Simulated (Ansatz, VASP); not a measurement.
**Two plane-wave programs on Al**

File INCAR:

```
SYSTEM = Al
PREC = Accurate ; ENCUT = 520
EDIFF = 1E-7 ; ISMEAR = 0
SIGMA = 0.15 ; LREAL = .False.
LASPH = .True. ; NELM = 80
ALGO = Normal ; ISIF = 2
LWAVE = .False. ; LCHARG = .False.
GGA = PE ; NBANDS = 8
```

The input KPOINTS:

```
regular mesh
0
Gamma
  20 20 20
  0 0 0
```

File POSCAR:

```
Al
1.0
    0.0000000000      2.0239800000      1.9733805000
    2.0239800000      0.0000000000      1.9733805000
    2.0239800000      2.0239800000      0.0000000000
Al
1
Direct
    0.0000000000      0.0000000000      0.0000000000
```

Input for Ansatz:

```yaml
crystal:
  lattice:
    - [0.0, 2.02398, 1.9733805]
    - [2.02398, 0.0, 1.9733805]
    - [2.02398, 2.02398, 0.0]
  atoms:
    - { symbol: Al, position: [0.0, 0.0, 0.0] }
basis:
  ecutwfc: 420
kpoints:
  mp_grid: { grid: [20, 20, 20] }
hamiltonian:
  xc: pbe
scf:
  occupations: { method: gaussian, width: 0.15 }
output:
  forces: true
  stress: true
  eigenvalues: true
```

Change from the starting cell: strain +0.000 along x and y, -0.025 along z, atoms carried along.

Alike in both runs: task single point; functional PBE; k mesh 20 × 20 × 20; occupations gaussian, width 0.15 eV; no spin polarisation.

|  | VASP | Ansatz |
| --- | --- | --- |
| version | VASP 6.6.1 | Ansatz 0.2.0 |
| potentials or method | VASP PAW PBE potentials, release 64 (Al), cutoff 520 eV | scalar-relativistic, plane waves, PAW |
| valence electrons in the cell | 3 | 3 |

|  | VASP | Ansatz | Ansatz less VASP |
| --- | --- | --- | --- |
| gap on the k mesh at the Fermi level (eV) | none | none | - |
| pressure (GPa) | 1.6 | 1.7 | +0.04 |
| traceless stress, the component that is largest in VASP (GPa) | 0.48 | 0.49 | +0.004 |

A gap of «none» marks a metal or a gap that the smearing closes. The functional is the same, so the differences come from potentials, cutoffs and numerics.
